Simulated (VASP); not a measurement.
Here is a VASP 6.6.1 calculation.

INCAR

```
ALGO = Fast
EDIFF = 1E-7
ENCUT = 520
GGA = PE
ISIF = 2
ISMEAR = 0
LASPH = T
LCHARG = F
LREAL = F
LWAVE = F
NBANDS = 41
NELM = 60
PREC = Accurate
SIGMA = 0.1
```

KPOINTS

```
k-points
0
Gamma
  4 4 4
```

Contents of POSCAR:

```
Ca3TeRu2
1.0
    4.4804990249      0.0000000000      0.0000000000
    0.0000000000      4.4804990249      0.0000000000
    0.0000000000      0.0000000000      7.2536915545
Ca Te Ru
3 1 2
Direct
    0.5000000000      0.5000000000      0.0000000000
    0.0000000000      0.5000000000      0.3641140350
    0.5000000000      0.0000000000      0.6358859650
    0.0000000000      0.0000000000      0.0000000000
    0.0000000000      0.5000000000      0.7807121291
    0.5000000000      0.0000000000      0.2192878709
```

Potentials or basis: VASP PAW PBE potentials, release 64 (Ca_sv, Te, Ru_pv).

The run is started by

```bash
$ cat potpaw_PBE.64/Ca_sv/POTCAR potpaw_PBE.64/Te/POTCAR potpaw_PBE.64/Ru_pv/POTCAR > POTCAR
$ mpirun -np 1 vasp_std > vasp.out
```

**Question.** Estimate the pressure.

**Answer.** -0.1 GPa.

**Question.** What does it give for the band gap on the k mesh?

**Answer.** Zero (bands 32 and 33 overlap by 0.59 eV).

**Question.** Estimate the largest force.

**Answer.** 0.026 eV/Å.

Forces in eV/Å, atoms in the order of the input:
```
Ca   0.000  0.000  0.000
Ca   0.000  0.000  0.026
Ca   0.000  0.000 -0.026
Te   0.000  0.000  0.000
Ru   0.000  0.000  0.015
Ru   0.000  0.000 -0.015
```

Caveat: spin-orbit coupling is left out, which moves the levels of the heavy elements.
